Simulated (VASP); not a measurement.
# BePd (P4/mmm) in VASP: a series of runs, part 2 of 2

VASP 6.6.1. The steps go on from the part before.

### Step 4. Single point, LDA (equal xx and yy strain of +2 %)

File INCAR:

```
SYSTEM = BePd
PREC     = Accurate       ! precision mode
ENCUT    = 520            ! plane-wave cutoff, eV
EDIFF    = 1E-6           ! SCF threshold, eV
ISMEAR   = -1             ! smearing method
SIGMA    = 0.08           ! smearing width, eV
LREAL    = .False.        ! projectors in reciprocal space
LASPH    = .True.         ! aspherical terms in the spheres
NELM     = 80             ! most SCF steps
ALGO     = Normal         ! electronic algorithm
ISIF     = 2              ! what is computed and relaxed
LWAVE    = .False.        ! write WAVECAR
LCHARG   = .False.        ! write CHGCAR
NBANDS   = 13             ! bands
```

File KPOINTS:

```
Automatic mesh
0
Gamma
  12 12 12
  0 0 0
```

File POSCAR:

```
BePd
1.0
    2.8692600000      0.0000000000      0.0000000000
    0.0000000000      2.8692600000      0.0000000000
    0.0000000000      0.0000000000      2.8130000000
Be Pd
1 1
Direct
    0.0000000000      0.0000000000      0.0000000000
    0.5000000000      0.5000000000      0.5000000000
```

Potentials or basis: VASP PAW LDA potentials, release 64 (Be, Pd).

Launch:

```
cat potpaw_LDA.64/Be/POTCAR potpaw_LDA.64/Pd/POTCAR > POTCAR
mpirun -np 1 vasp_std > vasp.out
```

OUTCAR:

```text
SYSTEM = BePd
   PREC = Accurate
   ENCUT = 520
   EDIFF = 1E-6
   ISMEAR = -1
   LREAL = .False.
   LASPH = .True.
   NELM = 80
   ISIF = 2

 ion  position               nearest neighbor table
   1  0.000  0.000  0.000-   2 2.47   2 2.47   2 2.47   2 2.47   2 2.47   2 2.47   2 2.47   2 2.47

   2  0.500  0.500  0.500-   1 2.47   1 2.47   1 2.47   1 2.47   1 2.47   1 2.47   1 2.47   1 2.47

  LATTYP: Found a simple tetragonal cell.
 ALAT       =     2.8692600000
 C/A-ratio  =     0.9803921569

  Lattice vectors:

 A1 = (   2.8692600000,   0.0000000000,   0.0000000000)
 A2 = (   0.0000000000,   2.8692600000,   0.0000000000)
 A3 = (   0.0000000000,   0.0000000000,   2.8130000000)

Analysis of symmetry for initial positions (statically):
=====================================================================
 Subroutine PRICEL returns:
 Original cell was already a primitive cell.

 Routine SETGRP: Setting up the symmetry group for a
 simple tetragonal supercell.

 Subroutine GETGRP returns: Found 16 space group operations
 (whereof 16 operations were pure point group operations)
 out of a pool of 16 trial point group operations.

The static configuration has the point symmetry D_4h.

Analysis of symmetry for dynamics (positions and initial velocities):
=====================================================================
 Subroutine PRICEL returns:
 Original cell was already a primitive cell.

 Routine SETGRP: Setting up the symmetry group for a
 simple tetragonal supercell.

 Subroutine GETGRP returns: Found 16 space group operations
 (whereof 16 operations were pure point group operations)
 out of a pool of 16 trial point group operations.

The dynamic configuration has the point symmetry D_4h.

 Subroutine INISYM returns: Found 16 space group operations
 (whereof 16 operations are pure point group operations),
 and found     1 'primitive' translations

----------------------------------------------------------------------------------------

                                     Primitive cell

  volume of cell :      23.1585

  direct lattice vectors                    reciprocal lattice vectors
     2.869260000  0.000000000  0.000000000     0.348521919  0.000000000  0.000000000
     0.000000000  2.869260000  0.000000000     0.000000000  0.348521919  0.000000000
     0.000000000  0.000000000  2.813000000     0.000000000  0.000000000  0.355492357

  length of vectors
     2.869260000  2.869260000  2.813000000     0.348521919  0.348521919  0.355492357

  position of ions in fractional coordinates (direct lattice)
     0.000000000  0.000000000  0.000000000
     0.500000000  0.500000000  0.500000000

  ion indices of the primitive-cell ions
   primitive index   ion index
                 1           1
                 2           2

----------------------------------------------------------------------------------------

 KPOINTS: Automatic mesh

Automatic generation of k-mesh.
 Grid dimensions read from file:
 generate k-points for:   12   12   12

 Generating k-lattice:

  Cartesian coordinates                     Fractional coordinates (reciprocal lattice)
     0.029043493  0.000000000  0.000000000     0.083333333  0.000000000  0.000000000
[... 42 lines left out ...]
   number of dos      NEDOS =    301   number of ions     NIONS =      2
   total plane-waves  NPLWV =  13824
   dimension x,y,z NGX =    24 NGY =   24 NGZ =   24
   dimension x,y,z NGXF=    48 NGYF=   48 NGZF=   48
   ions per type =               1   1
   NGX,Y,Z   is equivalent  to a cutoff of  13.91, 13.91, 14.18 a.u.
   NGXF,Y,Z  is equivalent  to a cutoff of  27.81, 27.81, 28.37 a.u.
 SYSTEM =  BePd
   PREC   = accura    normal or accurate (medium, high low for compatibility)
   ISTART =      0    job   : 0-new  1-cont  2-samecut
   ICHARG =      2    charge: 1-file 2-atom 10-const
   ISPIN  =      1    spin polarized calculation?
   LNONCOLLINEAR =      F non collinear calculations
   LSORBIT =      F    spin-orbit coupling
   LASPH  =      T    aspherical Exc in radial PAW
   ENCUT  =  520.0 eV  38.22 Ry    6.18 a.u.   5.33  5.33  5.23*2*pi/ulx,y,z
   NELM   =     80;   NELMIN=  2; NELMDL= -5     # of ELM steps
   EDIFF  = 0.1E-05   stopping-criterion for ELM
   LREAL  =      F    real-space projection
   EDIFFG = 0.1E-04   stopping-criterion for IOM
   NSW    =      0    number of steps for IOM
   IBRION =     -1    ionic relax: 0-MD 1-quasi-New 2-CG
   NFREE  =      0    steps in history (QN), initial steepest desc. (CG)
   ISIF   =      2    stress and relaxation
   ISYM   =      2    0-nonsym 1-usesym 2-fastsym
   POTIM  = 0.5000    time-step for ionic-motion
   TEBEG  =    0.0;   TEEND  =   0.0 temperature during run
   PSTRESS=    0.0 pullay stress
   NELECT =      12.0000    total number of electrons
   NUPDOWN=      -1.0000    fix difference up-down
   EMIN   =  10.00;   EMAX   =-10.00  energy-range for DOS
   EFERMI =   0.00;   METHOD = LEGACY
   ISMEAR =    -1;   SIGMA  =   0.08  broadening in eV -4-tet -1-fermi 0-gaus
   EFERMI_NEDOS =   21; number of points for ismear=-14 and -15
   IALGO  =     38    algorithm
   IMIX   =      4    mixing-type and parameters
     AMIX     =   0.40;   BMIX     =  1.00
     AMIX_MAG =   1.60;   BMIX_MAG =  1.00
  volume/ion in A,a.u.               =      11.58        78.14
  Fermi-wavevector in a.u.,A,eV,Ry     =   1.314918  2.484835 23.524607  1.729010
  Thomas-Fermi vector in A             =   2.445137
   LORBIT       =      0    0 simple, 1 ext, 2 COOP (PROOUT), +10 PAW based schemes
   GGA     = CA    functional components
   LHFCALC =     F    Hartree Fock is set to
   AEXX    =    0.0000 exact exchange contribution
   IVDW    =     0    specifies the selected vdW correction
   LEPSILON=     F    determine dielectric tensor
   LRPA    =     F    only Hartree local field effects (RPA)
 non-spin polarized calculation
  energy-cutoff  :      520.00
  volume of cell :       23.16
 maximum number of plane-waves:       639
 NGX is ok and might be reduce to    24
   NGX = 11   NGY = 11   NGZ = 11

 number of electron      11.9999997 magnetization

 Free energy of the ion-electron system (eV)
  ---------------------------------------------------
  ext. energy  EPLUGINS =         0.00000000
  ---------------------------------------------------
  free energy    TOTEN  =       -11.87920833 eV

  energy without entropy =      -11.86201536  energy(sigma->0) =      -11.87061184

 E-fermi :   9.1189     XC(G=0): -12.3788

 val. band max:        9.0962672242   @ k =   0.2500   0.0000   0.5000
 cond. band min:       9.1576891950   @ k =   0.5000   0.1667   0.5000
 fundamental gap:      0.0614219707
 Fermi energy:         9.1188673257

 k-point     1 :       0.0000    0.0000    0.0000
  band No.  band energies     occupation
      1      -0.2147      2.00000
      2       3.7655      2.00000
      3       3.8293      2.00000
      4       6.8199      2.00000
      5       6.9087      2.00000
      6       6.9087      2.00000
      7      14.1687      0.00000
      8      14.1687      0.00000
      9      14.7314      0.00000
     10      23.1178      0.00000
     11      23.2681      0.00000
     12      25.2328      0.00000
     13      32.1231      0.00000
[... 354 lines left out ...]
  band No.  band energies     occupation
      1       2.8831      2.00000
      2       3.9054      2.00000
      3       5.6585      2.00000
      4       5.9484      2.00000
      5       6.2294      2.00000
      6       6.4767      2.00000
      7       9.2382      0.36730
      8      14.7128      0.00000
      9      16.6086      0.00000
     10      18.1866      0.00000
     11      24.5646      0.00000
     12      25.8785      0.00000
     13      27.9850      0.00000

 [... further k-points ...]

------------------------ aborting loop because EDIFF is reached ----------------------------------------

  FORCE on cell =-STRESS in cart. coord.  units (eV):
  Direction    XX          YY          ZZ          XY          YZ          ZX
  --------------------------------------------------------------------------------------
  -------------------------------------------------------------------------------------
  Total       -1.9932456     -1.9932456     -1.8461686      0.0000000      0.0000000      0.0000000
  in kB     -137.8992374   -137.8992374   -127.7239684      0.0000000      0.0000000      0.0000000
  external PRESSURE =    -134.5074811 kB  Pullay stress =       0.0000000 kB

 VOLUME and BASIS-vectors are now :
 -----------------------------------------------------------------------------
  energy-cutoff  :      520.00
  volume of cell :       23.16
      direct lattice vectors                 reciprocal lattice vectors
     2.869260000  0.000000000  0.000000000     0.348521919  0.000000000  0.000000000
     0.000000000  2.869260000  0.000000000     0.000000000  0.348521919  0.000000000
     0.000000000  0.000000000  2.813000000     0.000000000  0.000000000  0.355492357

 POSITION                                       TOTAL-FORCE (eV/Angst)
 -----------------------------------------------------------------------------------
      0.00000      0.00000      0.00000         0.000000      0.000000      0.000000
      1.43463      1.43463      1.40650         0.000000      0.000000      0.000000
 -----------------------------------------------------------------------------------
    total drift:                                0.000000     -0.000000     -0.000000

  FREE ENERGIE OF THE ION-ELECTRON SYSTEM (eV)
  ---------------------------------------------------
  free  energy   TOTEN  =       -11.8792083310 eV

  energy  without entropy=      -11.8620153589  energy(sigma->0) =      -11.87061184
```

Run time: 53 s. Hardware: 1 thread of AMD EPYC 7R43 (Zen 3), shared host; peak memory 0.14 GiB.

What came out:

* Free energy: -11.8792 eV
* Pressure: -13.5 GPa
* Band gap on the k mesh: zero (band 6 reaches 13.74 eV, above the bottom of band 7 at 7.80 eV)

Stress tensor (GPa, compression positive):
```
-13.79   0.00   0.00
  0.00 -13.79   0.00
  0.00   0.00 -12.77
```

Caveat: the cell differs from its parent crystal (equal xx and yy strain of +2 %).

### Step 5. Single point, LDA (zz strain of -2 %)

File INCAR:

```
SYSTEM = BePd
ALGO = Normal ; EDIFF = 1E-6
ENCUT = 520 ; GGA = CA
ISIF = 2 ; ISMEAR = -1
LASPH = .True. ; LCHARG = .True.
LELF = .True. ; LREAL = .False.
LVHAR = .True. ; LWAVE = .False.
NBANDS = 13 ; NELM = 80
PREC = Accurate ; SIGMA = 0.08
```

File KPOINTS:

```
k-points
0
Gamma
  12 12 12
  0 0 0
```

File POSCAR:

```
BePd
1.0
    2.8130000000      0.0000000000      0.0000000000
    0.0000000000      2.8130000000      0.0000000000
    0.0000000000      0.0000000000      2.7567400000
Be Pd
1 1
Direct
    0.0000000000      0.0000000000      0.0000000000
    0.5000000000      0.5000000000      0.5000000000
```

Potentials or basis: VASP PAW LDA potentials, release 64 (Be, Pd).

Launch:

```
cat potpaw_LDA.64/Be/POTCAR potpaw_LDA.64/Pd/POTCAR > POTCAR
mpirun -np 1 vasp_std > vasp.out
```

OUTCAR:

```text
SYSTEM = BePd
   EDIFF = 1E-6
   ENCUT = 520
   GGA = CA
   ISIF = 2
   ISMEAR = -1
   LASPH = .True.
   LREAL = .False.
   NELM = 80
   PREC = Accurate

 ion  position               nearest neighbor table
   1  0.000  0.000  0.000-   2 2.42   2 2.42   2 2.42   2 2.42   2 2.42   2 2.42   2 2.42   2 2.42

   2  0.500  0.500  0.500-   1 2.42   1 2.42   1 2.42   1 2.42   1 2.42   1 2.42   1 2.42   1 2.42

  LATTYP: Found a simple tetragonal cell.
 ALAT       =     2.8130000000
 C/A-ratio  =     0.9800000000

  Lattice vectors:

 A1 = (   2.8130000000,   0.0000000000,   0.0000000000)
 A2 = (   0.0000000000,   2.8130000000,   0.0000000000)
 A3 = (   0.0000000000,   0.0000000000,   2.7567400000)

Analysis of symmetry for initial positions (statically):
=====================================================================
 Subroutine PRICEL returns:
 Original cell was already a primitive cell.

 Routine SETGRP: Setting up the symmetry group for a
 simple tetragonal supercell.

 Subroutine GETGRP returns: Found 16 space group operations
 (whereof 16 operations were pure point group operations)
 out of a pool of 16 trial point group operations.

The static configuration has the point symmetry D_4h.

Analysis of symmetry for dynamics (positions and initial velocities):
=====================================================================
 Subroutine PRICEL returns:
 Original cell was already a primitive cell.

 Routine SETGRP: Setting up the symmetry group for a
 simple tetragonal supercell.

 Subroutine GETGRP returns: Found 16 space group operations
 (whereof 16 operations were pure point group operations)
 out of a pool of 16 trial point group operations.

The dynamic configuration has the point symmetry D_4h.

 Subroutine INISYM returns: Found 16 space group operations
 (whereof 16 operations are pure point group operations),
 and found     1 'primitive' translations

[... 120 lines left out ...]
   LHFCALC =     F    Hartree Fock is set to
   AEXX    =    0.0000 exact exchange contribution
   IVDW    =     0    specifies the selected vdW correction
   LEPSILON=     F    determine dielectric tensor
   LRPA    =     F    only Hartree local field effects (RPA)
 non-spin polarized calculation
  energy-cutoff  :      520.00
  volume of cell :       21.81
 maximum number of plane-waves:       610
 NGX is ok and might be reduce to    24
   NGX = 11   NGY = 11   NGZ = 11

 number of electron      12.0000003 magnetization

 Free energy of the ion-electron system (eV)
  ---------------------------------------------------
  ext. energy  EPLUGINS =         0.00000000
  ---------------------------------------------------
  free energy    TOTEN  =       -11.95305397 eV

  energy without entropy =      -11.93671220  energy(sigma->0) =      -11.94488309

 E-fermi :  10.0016     XC(G=0): -12.6869

 val. band max:        9.9975889571   @ k =   0.5000   0.1667   0.1667
 cond. band min:      10.0167818113   @ k =   0.2500   0.0000   0.5000
 fundamental gap:      0.0191928542
 Fermi energy:        10.0016495243

 k-point     1 :       0.0000    0.0000    0.0000
  band No.  band energies     occupation
      1       0.2136      2.00000
      2       4.2052      2.00000
      3       4.2734      2.00000
      4       7.5686      2.00000
      5       7.6682      2.00000
      6       7.6682      2.00000
      7      15.1242      0.00000
      8      15.1242      0.00000
      9      15.7227      0.00000
     10      24.4526      0.00000
     11      24.6118      0.00000
     12      27.1536      0.00000
     13      33.4195      0.00000
[... 354 lines left out ...]
  band No.  band energies     occupation
      1       3.3459      2.00000
      2       4.3931      2.00000
      3       6.2739      2.00000
      4       6.6066      2.00000
      5       6.9161      2.00000
      6       7.1503      2.00000
      7      10.1043      0.43401
      8      15.9773      0.00000
      9      17.8620      0.00000
     10      19.3409      0.00000
     11      25.8913      0.00000
     12      27.3025      0.00000
     13      29.6167      0.00000

 [... further k-points ...]

------------------------ aborting loop because EDIFF is reached ----------------------------------------

  FORCE on cell =-STRESS in cart. coord.  units (eV):
  Direction    XX          YY          ZZ          XY          YZ          ZX
  --------------------------------------------------------------------------------------
  -------------------------------------------------------------------------------------
  Total       -0.5804901     -0.5804901     -0.3581835      0.0000000      0.0000000      0.0000000
  in kB      -42.6353759    -42.6353759    -26.3075810      0.0000000      0.0000000      0.0000000
  external PRESSURE =     -37.1927776 kB  Pullay stress =       0.0000000 kB

 VOLUME and BASIS-vectors are now :
 -----------------------------------------------------------------------------
  energy-cutoff  :      520.00
  volume of cell :       21.81
      direct lattice vectors                 reciprocal lattice vectors
     2.813000000  0.000000000  0.000000000     0.355492357  0.000000000  0.000000000
     0.000000000  2.813000000  0.000000000     0.000000000  0.355492357  0.000000000
     0.000000000  0.000000000  2.756740000     0.000000000  0.000000000  0.362747303

 POSITION                                       TOTAL-FORCE (eV/Angst)
 -----------------------------------------------------------------------------------
      0.00000      0.00000      0.00000         0.000000      0.000000      0.000000
      1.40650      1.40650      1.37837         0.000000      0.000000      0.000000
 -----------------------------------------------------------------------------------
    total drift:                                0.000000     -0.000000     -0.000000

  FREE ENERGIE OF THE ION-ELECTRON SYSTEM (eV)
  ---------------------------------------------------
  free  energy   TOTEN  =       -11.9530539710 eV

  energy  without entropy=      -11.9367122015  energy(sigma->0) =      -11.94488309
```

stdout:

```text
POSCAR found type information on POSCAR BePd
 POSCAR found :  2 types and       2 ions
 scaLAPACK will be used
 LDA part: xc-table for (Slater(with rela. corr.)+CA(PZ))
 , standard interpolation
 POSCAR, INCAR and KPOINTS ok, starting setup
 FFT: planning ... GRIDC
 FFT: planning ... GRID_SOFT
 FFT: planning ... GRID
 WAVECAR not read
 entering main loop
```

It took 31 s on 1 thread of AMD EPYC 7R13 (Zen 3), shared host; peak memory 0.14 GiB.

Results:

```
Free energy            : -11.9531 eV
Pressure               : -3.7 GPa
Band gap on the k mesh : zero (band 6 reaches 14.88 eV, above the bottom of band 7 at 8.64 eV)
```

Stress tensor (GPa, compression positive):
```
-4.26  0.00  0.00
 0.00 -4.26  0.00
 0.00  0.00 -2.63
```

Caveat: the cell differs from its parent crystal (zz strain of -2 %).

### Step 6. Single point, LDA (zz strain of -1 %)

File INCAR:

```
ALGO = Normal
EDIFF = 1E-6
ENCUT = 520
GGA = CA
ISIF = 2
ISMEAR = -1
LASPH = T
LCHARG = F
LREAL = F
LWAVE = F
NBANDS = 13
NELM = 100
PREC = Accurate
SIGMA = 0.08
```

File KPOINTS:

```
k-points
0
Gamma
  12 12 12
```

POSCAR: that of step 5 with these lines changed.

```diff
@@ -4,3 +4,3 @@
     0.0000000000      2.8130000000      0.0000000000
-    0.0000000000      0.0000000000      2.7567400000
+    0.0000000000      0.0000000000      2.7848700000
 Be Pd
```

Potentials or basis: VASP PAW LDA potentials, release 64 (Be, Pd).

Launch:

```
cat potpaw_LDA.64/Be/POTCAR potpaw_LDA.64/Pd/POTCAR > POTCAR
mpirun -np 1 vasp_std > vasp.out
```

It took 30 s on 1 thread of AMD EPYC 7R13 (Zen 3), shared host; peak memory 0.15 GiB.

It converged, with:

```yaml
Free_energy: -11.9476 eV
Pressure: -5.6 GPa
Band_gap_on_the_k_mesh: zero (band 6 reaches 14.68 eV, above the bottom of band 7 at 8.52 eV)
```

Stress tensor (GPa, compression positive):
```
-5.79  0.00  0.00
 0.00 -5.79  0.00
 0.00  0.00 -5.28
```

Levels at points of the mesh, in eV from the Fermi level:
```
           k point  band 4  band 5  band 6  band 7  band 8  band 9
(0.00, 0.00, 0.00)   -2.38   -2.33   -2.33    5.21    5.21    5.50
(0.50, 0.00, 0.00)   -3.96   -3.86   -2.19   -0.07   10.10   10.24
(0.50, 0.50, 0.00)   -3.34   -1.93   -1.93   -1.33    5.40    6.13
(0.00, 0.00, 0.50)   -3.98   -3.98   -2.23    0.09   10.13   10.13
(0.50, 0.00, 0.50)   -3.39   -1.90   -1.85   -1.28    5.55    6.22
(0.50, 0.50, 0.50)   -1.25   -1.19    4.83    5.59    5.59    5.61
```

Caveat: the cell differs from its parent crystal (zz strain of -1 %).

### Step 7. The runs side by side

| cell | gap on the mesh (eV) | pressure (GPa) |
| --- | --- | --- |
| a = 2.785, b = 2.785, c = 2.813 Å, 2 atoms | none | -3.8 |
| a = 2.841, b = 2.841, c = 2.813 Å, 2 atoms | none | -10.6 |
| a = 2.869, b = 2.869, c = 2.813 Å, 2 atoms | none | -13.5 |
| a = 2.813, b = 2.813, c = 2.757 Å, 2 atoms | none | -3.7 |
| a = 2.813, b = 2.813, c = 2.785 Å, 2 atoms | none | -5.6 |

Alike in all rows: task single point; level LDA; potentials or basis VASP PAW LDA potentials, release 64 (Be, Pd); no spin polarisation; k mesh 12 × 12 × 12; cutoff (eV) 520; smearing fermi-dirac 0.08 eV.

Absolute energies hang on the potentials; compare differences alone.
